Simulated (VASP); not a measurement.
# Cd (P6/mmm) in VASP: notebook

Runs on Cd. Level: PBE. Tasks: single point.

All numbers are computed with VASP 6.6.1; they aren't measurements. Logs are shortened: lines on timing, memory, paths and dates and some standing lists are left out, and cuts for length are marked.

## 1. The cell of the first run

Symmetry: P6/mmm, No. 191, hexagonal system. Conventional cell: a = 3.815 Å, b = 3.815 Å, c = 2.295 Å, α = 90.00°, β = 90.00°, γ = 120.00°. Cd (site symmetry 6/mmm) has 14 Cd at 2.29 to 2.48 Å within 3.0 Å. Cd (site symmetry -6m2) has 11 Cd at 2.20 to 2.48 Å within 2.9 Å.

This isn't the form of Cd at room conditions, which is hcp.

## 2. Single point, PBE

Contents of INCAR:

```
SYSTEM = Cd
PREC = Accurate
ENCUT = 520
EDIFF = 1E-6
ISMEAR = -1
SIGMA = 0.1
LREAL = .FALSE.
LASPH = .TRUE.
NELM = 60
ALGO = Normal
ISIF = 2
LWAVE = .FALSE.
LCHARG = .TRUE.
GGA = PE
LELF = .TRUE.
LVHAR = .TRUE.
NBANDS = 25
```

Contents of KPOINTS:

```
Automatic mesh
0
G
  10 10 13
  0 0 0
```

Contents of POSCAR:

```
Cd
1.0
    3.8151888144      0.0000000000      0.0000000000
   -1.9075944072      3.3040504335      0.0000000000
    0.0000000000      0.0000000000      2.2946239571
Cd
3
Direct
    0.0000000000      0.0000000000      0.0000000000
    0.3333333333      0.6666666667      0.5000000000
    0.6666666667      0.3333333333      0.5000000000
```

Potentials or basis: VASP PAW PBE potentials, release 64 (Cd).

The run is started by

```
cat potpaw_PBE.64/Cd/POTCAR > POTCAR
mpirun -np 1 vasp_std > vasp.out
```

OUTCAR:

```text
SYSTEM = Cd
   PREC = Accurate
   ENCUT = 520
   EDIFF = 1E-6
   ISMEAR = -1
   LREAL = .FALSE.
   LASPH = .TRUE.
   NELM = 60
   ISIF = 2
   GGA = PE

 ion  position               nearest neighbor table
   1  0.000  0.000  0.000-   2 2.48   3 2.48   2 2.48   3 2.48   2 2.48   2 2.48   3 2.48   3 2.48
                             3 2.48   3 2.48   2 2.48   2 2.48
   2  0.333  0.667  0.500-   3 2.20   3 2.20   3 2.20   1 2.48   1 2.48   1 2.48   1 2.48   1 2.48
                             1 2.48   3 3.18   3 3.18   3 3.18   3 3.18   3 3.18   3 3.18
   3  0.667  0.333  0.500-   2 2.20   2 2.20   2 2.20   1 2.48   1 2.48   1 2.48   1 2.48   1 2.48
                             1 2.48   2 3.18   2 3.18   2 3.18   2 3.18   2 3.18   2 3.18

  LATTYP: Found a hexagonal cell.
 ALAT       =     3.8151888144
 C/A-ratio  =     0.6014444026

  Lattice vectors:

 A1 = (   3.8151888144,   0.0000000000,   0.0000000000)
 A2 = (  -1.9075944072,   3.3040504335,   0.0000000000)
 A3 = (   0.0000000000,   0.0000000000,   2.2946239571)

Analysis of symmetry for initial positions (statically):
=====================================================================
 Subroutine PRICEL returns:
 Original cell was already a primitive cell.

 Routine SETGRP: Setting up the symmetry group for a
 hexagonal supercell.

 Subroutine GETGRP returns: Found 24 space group operations
 (whereof 24 operations were pure point group operations)
 out of a pool of 24 trial point group operations.

The static configuration has the point symmetry D_6h.

Analysis of symmetry for dynamics (positions and initial velocities):
=====================================================================
 Subroutine PRICEL returns:
 Original cell was already a primitive cell.

 Routine SETGRP: Setting up the symmetry group for a
 hexagonal supercell.

 Subroutine GETGRP returns: Found 24 space group operations
 (whereof 24 operations were pure point group operations)
 out of a pool of 24 trial point group operations.

The dynamic configuration has the point symmetry D_6h.

 Subroutine INISYM returns: Found 24 space group operations
 (whereof 24 operations are pure point group operations),
 and found     1 'primitive' translations

----------------------------------------------------------------------------------------

                                     Primitive cell

  volume of cell :      28.9251

  direct lattice vectors                    reciprocal lattice vectors
     3.815188814  0.000000000  0.000000000     0.262110225  0.151329409  0.000000000
    -1.907594407  3.304050434  0.000000000     0.000000000  0.302658818  0.000000000
     0.000000000  0.000000000  2.294623957     0.000000000  0.000000000  0.435801255

  length of vectors
     3.815188814  3.815188814  2.294623957     0.302658818  0.302658818  0.435801255

  position of ions in fractional coordinates (direct lattice)
     0.000000000  0.000000000  0.000000000
     0.333333333  0.666666667  0.500000000
     0.666666667  0.333333333  0.500000000

  ion indices of the primitive-cell ions
   primitive index   ion index
                 1           1
                 2           2
                 3           3

----------------------------------------------------------------------------------------

 KPOINTS: Automatic mesh

Automatic generation of k-mesh.
 Grid dimensions read from file:
 generate k-points for:   10   10   13

 Generating k-lattice:

  Cartesian coordinates                     Fractional coordinates (reciprocal lattice)
     0.026211023  0.015132941  0.000000000     0.100000000 -0.000000000  0.000000000
     0.000000000  0.030265882  0.000000000     0.000000000  0.100000000  0.000000000
     0.000000000  0.000000000  0.033523173     0.000000000  0.000000000  0.076923077

  Length of vectors
     0.030265882  0.030265882  0.033523173

  Shift w.r.t. Gamma in fractional coordinates (k-lattice)
     0.000000000  0.000000000  0.000000000

 Subroutine IBZKPT returns following result:
 ===========================================

 Found     98 irreducible k-points:

 Following reciprocal coordinates:
            Coordinates               Weight
  0.000000  0.000000  0.000000      1.000000
  0.100000  0.000000  0.000000      6.000000
  0.200000  0.000000  0.000000      6.000000
  0.300000 -0.000000  0.000000      6.000000
  0.400000 -0.000000  0.000000      6.000000
  0.500000 -0.000000  0.000000      3.000000
[... 16 lines left out ...]
  0.300000  0.100000  0.076923     24.000000
  0.400000  0.100000  0.076923     24.000000
 [... further k-points ...]
   k-points           NKPTS =     98   k-points in BZ     NKDIM =     98   number of bands    NBANDS=     25
   number of dos      NEDOS =    301   number of ions     NIONS =      3
   total plane-waves  NPLWV =  14112
   dimension x,y,z NGX =    28 NGY =   28 NGZ =   18
   dimension x,y,z NGXF=    56 NGYF=   56 NGZF=   36
   ions per type =               3
   NGX,Y,Z   is equivalent  to a cutoff of  12.20, 12.20, 13.04 a.u.
   NGXF,Y,Z  is equivalent  to a cutoff of  24.40, 24.40, 26.08 a.u.
 SYSTEM =  Cd
   PREC   = accura    normal or accurate (medium, high low for compatibility)
   ISTART =      0    job   : 0-new  1-cont  2-samecut
   ICHARG =      2    charge: 1-file 2-atom 10-const
   ISPIN  =      1    spin polarized calculation?
   LNONCOLLINEAR =      F non collinear calculations
   LSORBIT =      F    spin-orbit coupling
   LASPH  =      T    aspherical Exc in radial PAW
   ENCUT  =  520.0 eV  38.22 Ry    6.18 a.u.   7.09  7.09  4.27*2*pi/ulx,y,z
   NELM   =     60;   NELMIN=  2; NELMDL= -5     # of ELM steps
   EDIFF  = 0.1E-05   stopping-criterion for ELM
   LREAL  =      F    real-space projection
   EDIFFG = 0.1E-04   stopping-criterion for IOM
   NSW    =      0    number of steps for IOM
   IBRION =     -1    ionic relax: 0-MD 1-quasi-New 2-CG
   NFREE  =      0    steps in history (QN), initial steepest desc. (CG)
   ISIF   =      2    stress and relaxation
   ISYM   =      2    0-nonsym 1-usesym 2-fastsym
   POTIM  = 0.5000    time-step for ionic-motion
   TEBEG  =    0.0;   TEEND  =   0.0 temperature during run
   PSTRESS=    0.0 pullay stress
   NELECT =      36.0000    total number of electrons
   NUPDOWN=      -1.0000    fix difference up-down
   EMIN   =  10.00;   EMAX   =-10.00  energy-range for DOS
   EFERMI =   0.00;   METHOD = LEGACY
   ISMEAR =    -1;   SIGMA  =   0.10  broadening in eV -4-tet -1-fermi 0-gaus
   EFERMI_NEDOS =   21; number of points for ismear=-14 and -15
   IALGO  =     38    algorithm
   IMIX   =      4    mixing-type and parameters
     AMIX     =   0.40;   BMIX     =  1.00
     AMIX_MAG =   1.60;   BMIX_MAG =  1.00
  volume/ion in A,a.u.               =       9.64        65.07
  Fermi-wavevector in a.u.,A,eV,Ry     =   1.760966  3.327743 42.191674  3.101001
  Thomas-Fermi vector in A             =   2.829628
   LORBIT       =      0    0 simple, 1 ext, 2 COOP (PROOUT), +10 PAW based schemes
   GGA     = PE    functional components
[... 5 lines left out ...]
 non-spin polarized calculation
  energy-cutoff  :      520.00
  volume of cell :       28.93
 maximum number of plane-waves:       790
   NGX = 15   NGY = 15   NGZ =  9

 number of electron      35.9999991 magnetization

 Free energy of the ion-electron system (eV)
  ---------------------------------------------------
  ext. energy  EPLUGINS =         0.00000000
  ---------------------------------------------------
  free energy    TOTEN  =        20.34452481 eV

  energy without entropy =       20.36600555  energy(sigma->0) =       20.35526518

 E-fermi :  15.0044     XC(G=0): -16.0401

 val. band max:       15.0007760792   @ k =   0.3000   0.3000   0.4615
 cond. band min:      15.0597093168   @ k =   0.4000  -0.0000   0.3846
 fundamental gap:      0.0589332376
 Fermi energy:        15.0044187385

 k-point     1 :       0.0000    0.0000    0.0000
  band No.  band energies     occupation
      1      -5.1586      2.00000
      2      -4.6648      2.00000
      3      -2.1648      2.00000
      4      -2.0822      2.00000
      5      -1.7960      2.00000
      6      -1.7960      2.00000
[... 17 lines left out ...]
     24      30.4971      0.00000
     25      32.1733      0.00000

 k-point     2 :       0.1000    0.0000    0.0000
  band No.  band energies     occupation
      1      -4.9968      2.00000
      2      -4.5861      2.00000
      3      -2.5704      2.00000
      4      -2.3093      2.00000
      5      -2.2587      2.00000
      6      -2.0560      2.00000
[... 17 lines left out ...]
     24      30.2287      0.00000
     25      31.4483      0.00000

 k-point     3 :       0.2000    0.0000    0.0000
  band No.  band energies     occupation
      1      -4.6117      2.00000
      2      -4.3058      2.00000
      3      -3.3365      2.00000
      4      -2.6876      2.00000
      5      -2.4589      2.00000
      6      -2.1703      2.00000
[... 17 lines left out ...]
     24      29.1779      0.00000
     25      30.5114      0.00000

 k-point     4 :       0.3000   -0.0000    0.0000
  band No.  band energies     occupation
      1      -4.3652      2.00000
      2      -3.9426      2.00000
      3      -3.6479      2.00000
      4      -2.8885      2.00000
      5      -2.6728      2.00000
      6      -2.2866      2.00000
[... 17 lines left out ...]
     24      27.9191      0.00000
     25      29.6314      0.00000

 k-point     5 :       0.4000   -0.0000    0.0000
  band No.  band energies     occupation
      1      -4.6010      2.00000
      2      -3.7173      2.00000
      3      -3.2341      2.00000
      4      -2.9566      2.00000
      5      -2.9438      2.00000
      6      -2.1341      2.00000
[... 17 lines left out ...]
     24      28.1443      0.00000
     25      29.1395      0.00000

 k-point     6 :       0.5000   -0.0000    0.0000
  band No.  band energies     occupation
      1      -4.7372      2.00000
      2      -3.3993      2.00000
      3      -3.2405      2.00000
      4      -3.1410      2.00000
      5      -2.9643      2.00000
      6      -1.8586      2.00000
[... 17 lines left out ...]
     24      26.2330      0.00000
     25      31.1851      0.00000
[... 393 lines left out ...]
 k-point    21 :       0.1000    0.1000    0.0769
  band No.  band energies     occupation
      1      -4.5444      2.00000
      2      -4.1693      2.00000
      3      -3.0651      2.00000
      4      -2.8613      2.00000
      5      -2.1504      2.00000
      6      -1.9300      2.00000
[... 17 lines left out ...]
     24      29.4594      0.00000
     25      30.4853      0.00000

 k-point    22 :       0.2000    0.1000    0.0769
  band No.  band energies     occupation
      1      -4.2055      2.00000
      2      -3.7952      2.00000
      3      -3.5942      2.00000
      4      -3.1207      2.00000
      5      -2.3544      2.00000
      6      -2.0517      2.00000
[... 17 lines left out ...]
     24      28.2842      0.00000
     25      29.6831      0.00000

 k-point    23 :       0.3000    0.1000    0.0769
  band No.  band energies     occupation
      1      -4.3198      2.00000
      2      -3.6805      2.00000
      3      -3.3839      2.00000
      4      -3.0091      2.00000
      5      -2.5825      2.00000
      6      -2.2462      2.00000
[... 17 lines left out ...]
     24      26.9374      0.00000
     25      28.9074      0.00000

 k-point    24 :       0.4000    0.1000    0.0769
  band No.  band energies     occupation
      1      -4.5715      2.00000
      2      -3.3951      2.00000
      3      -3.2973      2.00000
      4      -2.9029      2.00000
      5      -2.6465      2.00000
      6      -2.4304      2.00000
[... 17 lines left out ...]
     24      27.7907      0.00000
     25      28.3155      0.00000

 [... further k-points ...]

------------------------ aborting loop because EDIFF is reached ----------------------------------------

  FORCE on cell =-STRESS in cart. coord.  units (eV):
  Direction    XX          YY          ZZ          XY          YZ          ZX
  --------------------------------------------------------------------------------------
  -------------------------------------------------------------------------------------
  Total       79.7158646     79.7158646     79.5937174      0.0000000     -0.0000000     -0.0000000
  in kB     4415.5124687   4415.5124687   4408.7466605      0.0000000     -0.0000000     -0.0000000
  external PRESSURE =    4413.2571993 kB  Pullay stress =       0.0000000 kB

 VOLUME and BASIS-vectors are now :
 -----------------------------------------------------------------------------
  energy-cutoff  :      520.00
  volume of cell :       28.93
      direct lattice vectors                 reciprocal lattice vectors
     3.815188814  0.000000000  0.000000000     0.262110225  0.151329409  0.000000000
    -1.907594407  3.304050434  0.000000000     0.000000000  0.302658818  0.000000000
     0.000000000  0.000000000  2.294623957     0.000000000  0.000000000  0.435801255

 POSITION                                       TOTAL-FORCE (eV/Angst)
 -----------------------------------------------------------------------------------
      0.00000      0.00000      0.00000         0.000000      0.000000      0.000000
     -0.00000      2.20270      1.14731        -0.000000      0.000000      0.000000
      1.90759      1.10135      1.14731         0.000000     -0.000000      0.000000
 -----------------------------------------------------------------------------------
    total drift:                                0.000000      0.000000     -0.000000

  FREE ENERGIE OF THE ION-ELECTRON SYSTEM (eV)
  ---------------------------------------------------
  free  energy   TOTEN  =        20.3445248121 eV

  energy  without entropy=       20.3660055500  energy(sigma->0) =       20.35526518
```

It took 29 s on 1 thread of AMD EPYC 9R45 (Zen 5), shared host; peak memory 0.14 GiB.

Results:

| Item | Value |
| --- | --- |
| Free energy | 20.3445 eV |
| Pressure | 441.3 GPa |
| Band gap on the k mesh | zero (bands 18 and 19 overlap by 3.39 eV) |

Stress tensor (GPa, compression positive):
```
441.55   0.00   0.00
  0.00 441.55   0.00
  0.00   0.00 440.87
```

Caveat: the cell stands under pressure.

## 3. Single point, PBE

Contents of INCAR:

```
PREC = Accurate
ENCUT = 520
EDIFF = 1E-6
ISMEAR = -1
SIGMA = 0.1
LREAL = False
LASPH = True
NELM = 60
ALGO = Normal
ISIF = 2
LWAVE = False
LCHARG = False
GGA = PE
NBANDS = 25
```

Contents of KPOINTS:

```
Automatic mesh
0
Gamma
  10 10 13
```

POSCAR is that of step 2.

Potentials or basis: VASP PAW PBE potentials, release 64 (Cd).

The run is started by

```
cat potpaw_PBE.64/Cd/POTCAR > POTCAR
mpirun -np 1 vasp_std > vasp.out
```

Wall time 28 s (1 thread of AMD EPYC 9R45 (Zen 5), shared host); peak memory 0.15 GiB.

Results (log left out):

- Free energy: 20.3445 eV
- Pressure: 441.3 GPa
- Band gap on the k mesh: zero (bands 18 and 19 overlap by 3.39 eV)

Stress tensor (GPa, compression positive):
```
441.55   0.00   0.00
  0.00 441.55   0.00
  0.00   0.00 440.87
```

Levels at points of the mesh, in eV from the Fermi level:
| k point | band 15 | band 16 | band 17 | band 18 | band 19 | band 20 | band 21 | band 22 |
| --- | --- | --- | --- | --- | --- | --- | --- | --- |
| (0.00, 0.00, 0.00) | -12.25 | -12.25 | -0.64 | -0.64 | -0.63 | -0.63 | 1.67 | 1.98 |
| (0.50, 0.00, 0.00) | -12.73 | -12.15 | -12.00 | -8.85 | 0.21 | 9.21 | 10.49 | 10.63 |

Caveat: the cell stands under pressure.

The gap in the log of VASP goes by the Fermi energy; the results here count the filled bands.